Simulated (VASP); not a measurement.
# Re (Fm-3m) in VASP: notebook

Runs on Re. Level: PBE. Tasks: single point.

Program: VASP 6.6.1. These are calculated values, not measurements. Logs are shortened: lines on timing, memory, paths and dates and some standing lists are left out, and cuts for length are marked.

### Step 1. The cell of the first run

Symmetry: Fm-3m, No. 225, cubic system. The conventional cell has a = 3.915 Å, b = 3.915 Å, c = 3.915 Å, α = 90.00°, β = 90.00°, γ = 90.00°. Re (site symmetry m-3m) has 12 Re at 2.77 Å within 3.6 Å.

### Step 2. Single point, PBE

INCAR

```
ALGO = Normal ; EDIFF = 1E-7
ENCUT = 520 ; GGA = PE
ISIF = 2 ; ISMEAR = -1
LASPH = True ; LCHARG = False
LREAL = False ; LWAVE = False
NBANDS = 10 ; NELM = 100
PREC = Accurate ; SIGMA = 0.15
```

KPOINTS

```
k-points
0
Gamma
  4 4 4
```

POSCAR

```
Re
1.0
    0.0000000000      1.9574000000      1.9574000000
    1.9574000000      0.0000000000      1.9574000000
    1.9574000000      1.9574000000      0.0000000000
Re
1
Direct
    0.0000000000      0.0000000000      0.0000000000
```

Potentials or basis: VASP PAW PBE potentials, release 64 (Re).

The run is started by

```console
$ cat potpaw_PBE.64/Re/POTCAR > POTCAR
$ mpirun -np 1 vasp_std > vasp.out
```

OUTCAR:

```text
EDIFF = 1E-7
   ENCUT = 520
   GGA = PE
   ISIF = 2
   ISMEAR = -1
   LASPH = True
   LREAL = False
   NELM = 100
   PREC = Accurate

 ion  position               nearest neighbor table
   1  0.000  0.000  0.000-

  LATTYP: Found a face centered cubic cell.
 ALAT       =     3.9148000000

  Lattice vectors:

 A1 = (   0.0000000000,   1.9574000000,   1.9574000000)
 A2 = (   1.9574000000,   0.0000000000,   1.9574000000)
 A3 = (   1.9574000000,   1.9574000000,   0.0000000000)

Analysis of symmetry for initial positions (statically):
=====================================================================
 Subroutine PRICEL returns:
 Original cell was already a primitive cell.

 Routine SETGRP: Setting up the symmetry group for a
 face centered cubic supercell.

 Subroutine GETGRP returns: Found 48 space group operations
 (whereof 48 operations were pure point group operations)
 out of a pool of 48 trial point group operations.

The static configuration has the point symmetry O_h .

Analysis of symmetry for dynamics (positions and initial velocities):
=====================================================================
 Subroutine PRICEL returns:
 Original cell was already a primitive cell.

 Routine SETGRP: Setting up the symmetry group for a
 face centered cubic supercell.

 Subroutine GETGRP returns: Found 48 space group operations
 (whereof 48 operations were pure point group operations)
 out of a pool of 48 trial point group operations.

The dynamic configuration has the point symmetry O_h .

 Subroutine INISYM returns: Found 48 space group operations
 (whereof 48 operations are pure point group operations),
 and found     1 'primitive' translations

----------------------------------------------------------------------------------------

                                     Primitive cell

  volume of cell :      14.9992

  direct lattice vectors                    reciprocal lattice vectors
     0.000000000  1.957400000  1.957400000    -0.255440891  0.255440891  0.255440891
     1.957400000  0.000000000  1.957400000     0.255440891 -0.255440891  0.255440891
     1.957400000  1.957400000  0.000000000     0.255440891  0.255440891 -0.255440891

  length of vectors
     2.768181627  2.768181627  2.768181627     0.442436602  0.442436602  0.442436602
[... 62 lines left out ...]
   EDIFF  = 0.1E-06   stopping-criterion for ELM
   LREAL  =      F    real-space projection
   EDIFFG = 0.1E-05   stopping-criterion for IOM
   NSW    =      0    number of steps for IOM
   IBRION =     -1    ionic relax: 0-MD 1-quasi-New 2-CG
   NFREE  =      0    steps in history (QN), initial steepest desc. (CG)
   ISIF   =      2    stress and relaxation
   ISYM   =      2    0-nonsym 1-usesym 2-fastsym
   POTIM  = 0.5000    time-step for ionic-motion
   TEBEG  =    0.0;   TEEND  =   0.0 temperature during run
   PSTRESS=    0.0 pullay stress
   NELECT =       7.0000    total number of electrons
   NUPDOWN=      -1.0000    fix difference up-down
   EMIN   =  10.00;   EMAX   =-10.00  energy-range for DOS
   EFERMI =   0.00;   METHOD = LEGACY
   ISMEAR =    -1;   SIGMA  =   0.15  broadening in eV -4-tet -1-fermi 0-gaus
   EFERMI_NEDOS =   21; number of points for ismear=-14 and -15
   IALGO  =     38    algorithm
   IMIX   =      4    mixing-type and parameters
     AMIX     =   0.40;   BMIX     =  1.00
     AMIX_MAG =   1.60;   BMIX_MAG =  1.00
  volume/ion in A,a.u.               =      15.00       101.22
  Fermi-wavevector in a.u.,A,eV,Ry     =   1.269847  2.399662 21.939536  1.612510
  Thomas-Fermi vector in A             =   2.402866
   LORBIT       =      0    0 simple, 1 ext, 2 COOP (PROOUT), +10 PAW based schemes
   GGA     = PE    functional components
   LHFCALC =     F    Hartree Fock is set to
   AEXX    =    0.0000 exact exchange contribution
   IVDW    =     0    specifies the selected vdW correction
   LEPSILON=     F    determine dielectric tensor
   LRPA    =     F    only Hartree local field effects (RPA)
 non-spin polarized calculation
  energy-cutoff  :      520.00
  volume of cell :       15.00
 maximum number of plane-waves:       415
 NGX is ok and might be reduce to    24
   NGX = 11   NGY = 11   NGZ = 11

 number of electron       7.0000001 magnetization

 Free energy of the ion-electron system (eV)
  ---------------------------------------------------
  ext. energy  EPLUGINS =         0.00000000
  ---------------------------------------------------
  free energy    TOTEN  =       -12.24255950 eV

  energy without entropy =      -12.10116128  energy(sigma->0) =      -12.17186039

 E-fermi :   8.0581     XC(G=0): -13.6179

 val. band max:        7.5852517517   @ k =  -0.2500   0.2500   0.0000
 cond. band min:       8.1146645233   @ k =   0.5000   0.0000   0.0000
 fundamental gap:      0.5294127716
 Fermi energy:         8.0581328627

 k-point     1 :       0.0000    0.0000    0.0000
  band No.  band energies     occupation
      1      -2.0844      2.00000
      2       6.0677      2.00000
      3       6.0677      2.00000
      4       6.0677      2.00000
      5       9.1860      0.00108
      6       9.1860      0.00108
      7      21.7644      0.00000
      8      27.3703      0.00000
      9      27.3703      0.00000
     10      27.3703      0.00000
[... 79 lines left out ...]
 k-point     8 :      -0.2500    0.5000    0.2500
  band No.  band energies     occupation
      1       3.0736      2.00000
      2       4.7615      2.00000
      3       4.7615      2.00000
      4       8.1496      0.70433
      5      12.3873      0.00000
      6      17.8943      0.00000
      7      18.4512      0.00000
      8      18.4512      0.00000
      9      23.0831      0.00000
     10      33.9263      0.00000

------------------------ aborting loop because EDIFF is reached ----------------------------------------

  FORCE on cell =-STRESS in cart. coord.  units (eV):
  Direction    XX          YY          ZZ          XY          YZ          ZX
  --------------------------------------------------------------------------------------
  -------------------------------------------------------------------------------------
  Total        0.2594339      0.2594339      0.2594339      0.0000000     -0.0000000      0.0000000
  in kB       27.7120424     27.7120424     27.7120424      0.0000000     -0.0000000      0.0000000
  external PRESSURE =      27.7120424 kB  Pullay stress =       0.0000000 kB

 VOLUME and BASIS-vectors are now :
 -----------------------------------------------------------------------------
  energy-cutoff  :      520.00
  volume of cell :       15.00
      direct lattice vectors                 reciprocal lattice vectors
     0.000000000  1.957400000  1.957400000    -0.255440891  0.255440891  0.255440891
     1.957400000  0.000000000  1.957400000     0.255440891 -0.255440891  0.255440891
     1.957400000  1.957400000  0.000000000     0.255440891  0.255440891 -0.255440891

 POSITION                                       TOTAL-FORCE (eV/Angst)
 -----------------------------------------------------------------------------------
      0.00000      0.00000      0.00000         0.000000      0.000000      0.000000
 -----------------------------------------------------------------------------------
    total drift:                                0.000000      0.000000     -0.000000

  FREE ENERGIE OF THE ION-ELECTRON SYSTEM (eV)
  ---------------------------------------------------
  free  energy   TOTEN  =       -12.2425595008 eV

  energy  without entropy=      -12.1011612790  energy(sigma->0) =      -12.17186039
```

stdout:

```text
POSCAR found type information on POSCAR Re
 POSCAR found :  1 types and       1 ions
 scaLAPACK will be used
 LDA part: xc-table for (Slater+PW92), standard interpolation
 POSCAR, INCAR and KPOINTS ok, starting setup
 FFT: planning ... GRIDC
 FFT: planning ... GRID_SOFT
 FFT: planning ... GRID
 WAVECAR not read
 entering main loop
```

Wall time 4.3 s (1 thread of Intel Xeon 8259CL, shared host); peak memory 0.14 GiB.

What came out:

* Free energy: -12.2426 eV
* Pressure: 2.8 GPa

Caveat: the k points lie up to 0.69 Å⁻¹ apart; spin-orbit coupling is left out, which moves the levels of the heavy elements.

### Step 3. Single point, PBE

INCAR

```
SYSTEM = Re
PREC     = Accurate       ! precision mode
ENCUT    = 520            ! plane-wave cutoff, eV
EDIFF    = 1E-7           ! SCF threshold, eV
ISMEAR   = -1             ! smearing method
SIGMA    = 0.15           ! smearing width, eV
LREAL    = .FALSE.        ! projectors in reciprocal space
LASPH    = .TRUE.         ! aspherical terms in the spheres
NELM     = 100            ! most SCF steps
ALGO     = Normal         ! electronic algorithm
ISIF     = 2              ! what is computed and relaxed
LWAVE    = .FALSE.        ! write WAVECAR
LCHARG   = .FALSE.        ! write CHGCAR
GGA      = PE             ! functional
NBANDS   = 10             ! bands
```

KPOINTS

```
regular mesh
0
G
  4 4 4
  0 0 0
```

POSCAR is that of step 2.

Potentials or basis: VASP PAW PBE potentials, release 64 (Re).

The run is started by

```console
$ cat potpaw_PBE.64/Re/POTCAR > POTCAR
$ mpirun -np 1 vasp_std > vasp.out
```

OUTCAR:

```text
SYSTEM = Re
   PREC = Accurate
   ENCUT = 520
   EDIFF = 1E-7
   ISMEAR = -1
   LREAL = .FALSE.
   LASPH = .TRUE.
   NELM = 100
   ISIF = 2
   GGA = PE

 ion  position               nearest neighbor table
   1  0.000  0.000  0.000-

  LATTYP: Found a face centered cubic cell.
 ALAT       =     3.9148000000

  Lattice vectors:

 A1 = (   0.0000000000,   1.9574000000,   1.9574000000)
 A2 = (   1.9574000000,   0.0000000000,   1.9574000000)
 A3 = (   1.9574000000,   1.9574000000,   0.0000000000)

Analysis of symmetry for initial positions (statically):
=====================================================================
 Subroutine PRICEL returns:
 Original cell was already a primitive cell.

 Routine SETGRP: Setting up the symmetry group for a
 face centered cubic supercell.

 Subroutine GETGRP returns: Found 48 space group operations
 (whereof 48 operations were pure point group operations)
 out of a pool of 48 trial point group operations.

The static configuration has the point symmetry O_h .

Analysis of symmetry for dynamics (positions and initial velocities):
=====================================================================
 Subroutine PRICEL returns:
 Original cell was already a primitive cell.

 Routine SETGRP: Setting up the symmetry group for a
 face centered cubic supercell.

 Subroutine GETGRP returns: Found 48 space group operations
 (whereof 48 operations were pure point group operations)
 out of a pool of 48 trial point group operations.

The dynamic configuration has the point symmetry O_h .

 Subroutine INISYM returns: Found 48 space group operations
 (whereof 48 operations are pure point group operations),
 and found     1 'primitive' translations

----------------------------------------------------------------------------------------

                                     Primitive cell

  volume of cell :      14.9992

  direct lattice vectors                    reciprocal lattice vectors
     0.000000000  1.957400000  1.957400000    -0.255440891  0.255440891  0.255440891
     1.957400000  0.000000000  1.957400000     0.255440891 -0.255440891  0.255440891
     1.957400000  1.957400000  0.000000000     0.255440891  0.255440891 -0.255440891

  length of vectors
     2.768181627  2.768181627  2.768181627     0.442436602  0.442436602  0.442436602

  position of ions in fractional coordinates (direct lattice)
     0.000000000  0.000000000  0.000000000

  ion indices of the primitive-cell ions
   primitive index   ion index
                 1           1

----------------------------------------------------------------------------------------

 KPOINTS: regular mesh

Automatic generation of k-mesh.
 Grid dimensions read from file:
 generate k-points for:    4    4    4

 Generating k-lattice:

  Cartesian coordinates                     Fractional coordinates (reciprocal lattice)
    -0.063860223  0.063860223  0.063860223     0.250000000  0.000000000  0.000000000
     0.063860223 -0.063860223  0.063860223     0.000000000  0.250000000  0.000000000
     0.063860223  0.063860223 -0.063860223     0.000000000  0.000000000  0.250000000

  Length of vectors
     0.110609150  0.110609150  0.110609150

  Shift w.r.t. Gamma in fractional coordinates (k-lattice)
     0.000000000  0.000000000  0.000000000

 Subroutine IBZKPT returns following result:
 ===========================================

 Found      8 irreducible k-points:

 Following reciprocal coordinates:
            Coordinates               Weight
  0.000000  0.000000  0.000000      1.000000
  0.250000  0.000000  0.000000      8.000000
  0.500000  0.000000  0.000000      4.000000
  0.250000  0.250000  0.000000      6.000000
  0.500000  0.250000  0.000000     24.000000
 -0.250000  0.250000  0.000000     12.000000
  0.500000  0.500000  0.000000      3.000000
 -0.250000  0.500000  0.250000      6.000000
   k-points           NKPTS =      8   k-points in BZ     NKDIM =      8   number of bands    NBANDS=     10
   number of dos      NEDOS =    301   number of ions     NIONS =      1
   total plane-waves  NPLWV =  13824
   dimension x,y,z NGX =    24 NGY =   24 NGZ =   24
   dimension x,y,z NGXF=    48 NGYF=   48 NGZF=   48
   ions per type =               1
   NGX,Y,Z   is equivalent  to a cutoff of  14.41, 14.41, 14.41 a.u.
   NGXF,Y,Z  is equivalent  to a cutoff of  28.83, 28.83, 28.83 a.u.
 SYSTEM =  Re
   PREC   = accura    normal or accurate (medium, high low for compatibility)
   ISTART =      0    job   : 0-new  1-cont  2-samecut
   ICHARG =      2    charge: 1-file 2-atom 10-const
   ISPIN  =      1    spin polarized calculation?
   LNONCOLLINEAR =      F non collinear calculations
   LSORBIT =      F    spin-orbit coupling
   LASPH  =      T    aspherical Exc in radial PAW
   ENCUT  =  520.0 eV  38.22 Ry    6.18 a.u.   5.15  5.15  5.15*2*pi/ulx,y,z
   NELM   =    100;   NELMIN=  2; NELMDL= -5     # of ELM steps
   EDIFF  = 0.1E-06   stopping-criterion for ELM
   LREAL  =      F    real-space projection
   EDIFFG = 0.1E-05   stopping-criterion for IOM
   NSW    =      0    number of steps for IOM
   IBRION =     -1    ionic relax: 0-MD 1-quasi-New 2-CG
   NFREE  =      0    steps in history (QN), initial steepest desc. (CG)
   ISIF   =      2    stress and relaxation
   ISYM   =      2    0-nonsym 1-usesym 2-fastsym
   POTIM  = 0.5000    time-step for ionic-motion
   TEBEG  =    0.0;   TEEND  =   0.0 temperature during run
   PSTRESS=    0.0 pullay stress
   NELECT =       7.0000    total number of electrons
   NUPDOWN=      -1.0000    fix difference up-down
   EMIN   =  10.00;   EMAX   =-10.00  energy-range for DOS
   EFERMI =   0.00;   METHOD = LEGACY
   ISMEAR =    -1;   SIGMA  =   0.15  broadening in eV -4-tet -1-fermi 0-gaus
   EFERMI_NEDOS =   21; number of points for ismear=-14 and -15
   IALGO  =     38    algorithm
   IMIX   =      4    mixing-type and parameters
     AMIX     =   0.40;   BMIX     =  1.00
     AMIX_MAG =   1.60;   BMIX_MAG =  1.00
  volume/ion in A,a.u.               =      15.00       101.22
  Fermi-wavevector in a.u.,A,eV,Ry     =   1.269847  2.399662 21.939536  1.612510
  Thomas-Fermi vector in A             =   2.402866
   LORBIT       =      0    0 simple, 1 ext, 2 COOP (PROOUT), +10 PAW based schemes
   GGA     = PE    functional components
   LHFCALC =     F    Hartree Fock is set to
   AEXX    =    0.0000 exact exchange contribution
   IVDW    =     0    specifies the selected vdW correction
   LEPSILON=     F    determine dielectric tensor
   LRPA    =     F    only Hartree local field effects (RPA)
 non-spin polarized calculation
  energy-cutoff  :      520.00
  volume of cell :       15.00
 maximum number of plane-waves:       415
 NGX is ok and might be reduce to    24
   NGX = 11   NGY = 11   NGZ = 11

 number of electron       7.0000001 magnetization

 Free energy of the ion-electron system (eV)
  ---------------------------------------------------
  ext. energy  EPLUGINS =         0.00000000
  ---------------------------------------------------
  free energy    TOTEN  =       -12.24255950 eV

  energy without entropy =      -12.10116128  energy(sigma->0) =      -12.17186039

 E-fermi :   8.0581     XC(G=0): -13.6179

 val. band max:        7.5852517517   @ k =  -0.2500   0.2500   0.0000
 cond. band min:       8.1146645233   @ k =   0.5000   0.0000   0.0000
 fundamental gap:      0.5294127716
 Fermi energy:         8.0581328627

 k-point     1 :       0.0000    0.0000    0.0000
  band No.  band energies     occupation
      1      -2.0844      2.00000
      2       6.0677      2.00000
      3       6.0677      2.00000
      4       6.0677      2.00000
      5       9.1860      0.00108
      6       9.1860      0.00108
      7      21.7644      0.00000
      8      27.3703      0.00000
      9      27.3703      0.00000
     10      27.3703      0.00000

 k-point     2 :       0.2500    0.0000    0.0000
  band No.  band energies     occupation
      1       0.1890      2.00000
      2       5.2413      2.00000
      3       6.5324      1.99992
      4       6.5324      1.99992
      5       9.3287      0.00042
      6       9.3287      0.00042
      7      21.7711      0.00000
      8      25.3718      0.00000
      9      31.8401      0.00000
     10      31.9601      0.00000
[... 66 lines left out ...]
 k-point     8 :      -0.2500    0.5000    0.2500
  band No.  band energies     occupation
      1       3.0736      2.00000
      2       4.7615      2.00000
      3       4.7615      2.00000
      4       8.1496      0.70433
      5      12.3873      0.00000
      6      17.8943      0.00000
      7      18.4512      0.00000
      8      18.4512      0.00000
      9      23.0831      0.00000
     10      33.9263      0.00000

------------------------ aborting loop because EDIFF is reached ----------------------------------------

  FORCE on cell =-STRESS in cart. coord.  units (eV):
  Direction    XX          YY          ZZ          XY          YZ          ZX
  --------------------------------------------------------------------------------------
  -------------------------------------------------------------------------------------
  Total        0.2594339      0.2594339      0.2594339      0.0000000     -0.0000000      0.0000000
  in kB       27.7120424     27.7120424     27.7120424      0.0000000     -0.0000000      0.0000000
  external PRESSURE =      27.7120424 kB  Pullay stress =       0.0000000 kB

 VOLUME and BASIS-vectors are now :
 -----------------------------------------------------------------------------
  energy-cutoff  :      520.00
  volume of cell :       15.00
      direct lattice vectors                 reciprocal lattice vectors
     0.000000000  1.957400000  1.957400000    -0.255440891  0.255440891  0.255440891
     1.957400000  0.000000000  1.957400000     0.255440891 -0.255440891  0.255440891
     1.957400000  1.957400000  0.000000000     0.255440891  0.255440891 -0.255440891

 POSITION                                       TOTAL-FORCE (eV/Angst)
 -----------------------------------------------------------------------------------
      0.00000      0.00000      0.00000         0.000000      0.000000      0.000000
 -----------------------------------------------------------------------------------
    total drift:                                0.000000      0.000000     -0.000000

  FREE ENERGIE OF THE ION-ELECTRON SYSTEM (eV)
  ---------------------------------------------------
  free  energy   TOTEN  =       -12.2425595008 eV

  energy  without entropy=      -12.1011612790  energy(sigma->0) =      -12.17186039
```

It took 4.1 s on 1 thread of Intel Xeon 8259CL, shared host; peak memory 0.14 GiB.

What came out:

| Item | Value |
| --- | --- |
| Free energy | -12.2426 eV |
| Pressure | 2.8 GPa |

Caveat: the k points lie up to 0.69 Å⁻¹ apart; spin-orbit coupling is left out, which moves the levels of the heavy elements.

### Step 4. Single point, PBE, non-collinear spin, zero start, spin-orbit coupling

INCAR

```
SYSTEM = Re
  PREC = Accurate
  ENCUT = 520
  EDIFF = 1E-7
  ISMEAR = -1
  SIGMA = 0.15
  LREAL = .FALSE.
  LASPH = .TRUE.
  NELM = 150
  ALGO = Normal
  ISIF = 2
  LWAVE = .FALSE.
  LCHARG = .TRUE.
  MAGMOM = 0 0 0
  LORBIT = 11
  LSORBIT = .TRUE.
  GGA_COMPAT = .FALSE.
  LORBMOM = .TRUE.
  LMAXMIX = 4
  GGA = PE
  LVHAR = .TRUE.
  NBANDS = 18
```

KPOINTS is that of step 3.

POSCAR is that of step 3.

The run is started by

```console
$ cat potpaw_PBE.64/Re/POTCAR > POTCAR
$ mpirun -np 1 vasp_ncl > vasp.out
```

Run time: 15 s. Hardware: 1 thread of Intel Xeon 8259CL, shared host; peak memory 0.19 GiB.

The run converged. Its results:

```yaml
Free_energy: -12.5766 eV
Pressure: 3.7 GPa
Net_moment: 0.00 μB per cell
Valence_electrons_inside_the_program's_atomic_spheres: Re 6.07
```

Moments on the atoms (μB; x, y, z):
```
Re  0.00 0.00 0.00
```

Caveat: the k points lie up to 0.69 Å⁻¹ apart.

(Part 1 of 2 ends here.)
